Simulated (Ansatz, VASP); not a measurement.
## Two plane-wave programs on Te2Mo

File POSCAR:

```
Te2Mo
1.0
    3.4744565868      0.0000000000      0.0000000000
   -1.7372282934      3.0089676685      0.0000000000
    0.0000000000      0.0000000000     13.9899100005
Te Mo
4 2
Direct
    0.3333333333      0.6666666667      0.6284839550
    0.6666666667      0.3333333333      0.1284839550
    0.3333333333      0.6666666667      0.8715160450
    0.6666666667      0.3333333333      0.3715160450
    0.3333333333      0.6666666667      0.2500000000
    0.6666666667      0.3333333333      0.7500000000
```

The input INCAR.step1:

```
ALGO = Normal
EDIFF = 1E-4
ENCUT = 520
GGA = PE
ISMEAR = 0
LASPH = True
LCHARG = False
LREAL = False
LWAVE = True
NBANDS = 35
NELM = 60
PREC = Accurate
SIGMA = 0.05
```

Contents of INCAR.step2:

```
ALGO = Normal
EDIFF = 1E-7
ENCUT = 520
ISIF = 2
ISMEAR = 0
ISTART = 1
LASPH = True
LCHARG = False
LMIXTAU = True
LREAL = False
LWAVE = False
METAGGA = R2SCAN
NBANDS = 35
NELM = 60
PREC = Accurate
SIGMA = 0.05
```

Contents of KPOINTS:

```
k-points
0
Gamma
  12 12 2
```

Input for Ansatz:

```yaml
crystal:
  lattice:
    - [3.4744565868, 0.0, 0.0]
    - [-1.7372282934, 3.0089676685, 0.0]
    - [0.0, 0.0, 13.9899100005]
  atoms:
    - { symbol: Te, position: [0.3333333333, 0.6666666667, 0.628483955] }
    - { symbol: Te, position: [0.6666666667, 0.3333333333, 0.128483955] }
    - { symbol: Te, position: [0.3333333333, 0.6666666667, 0.871516045] }
    - { symbol: Te, position: [0.6666666667, 0.3333333333, 0.371516045] }
    - { symbol: Mo, position: [0.3333333333, 0.6666666667, 0.25] }
    - { symbol: Mo, position: [0.6666666667, 0.3333333333, 0.75] }
basis:
  ecutwfc: 500
kpoints:
  mp_grid: { grid: [12, 12, 2] }
hamiltonian:
  xc: r2scan
scf:
  occupations: { method: gaussian, width: 0.05 }
output:
  forces: true
  stress: true
  eigenvalues: true
```

Change from the starting cell: strain -0.025 along x and y, -0.050 along z, atoms carried along.

Alike in both runs: task single point; functional r2SCAN; k mesh 12 × 12 × 2; occupations gaussian, width 0.05 eV; no spin polarisation.

|  | VASP | Ansatz |
| --- | --- | --- |
| version | VASP 6.6.1 | Ansatz 0.2.0 |
| potentials or method | VASP PAW PBE potentials, release 64 (Te, Mo_sv), cutoff 520 eV | scalar-relativistic, plane waves, PAW |
| valence electrons in the cell | 52 | 92 |

Ansatz gave:

* gap on the k mesh at the Fermi level (eV): 0.81
* least direct gap on the mesh (eV): 1.11
* pressure (GPa): 12.4
* traceless stress, the component that is largest in VASP (GPa): 3.70
* rms of the force components (eV/Å): 0.942

**Question.** What did VASP give for the same quantities?

**Answer.** gap on the k mesh at the Fermi level (eV): 0.79; least direct gap on the mesh (eV): 1.11; pressure (GPa): 12.5; traceless stress, the component that is largest in VASP (GPa): 3.80; rms of the force components (eV/Å): 0.959.

VASP's potentials were made for PBE, not for r2SCAN. Atom by atom the forces differ by 0.017 eV/Å (rms over components). With one functional, cell and mesh, what is left measures potentials, basis and numerics. VASP's potentials hold 52 valence electrons a cell and Ansatz's 92, so a difference there can come from the potentials and not from the codes.

Neither program's run includes spin-orbit coupling.
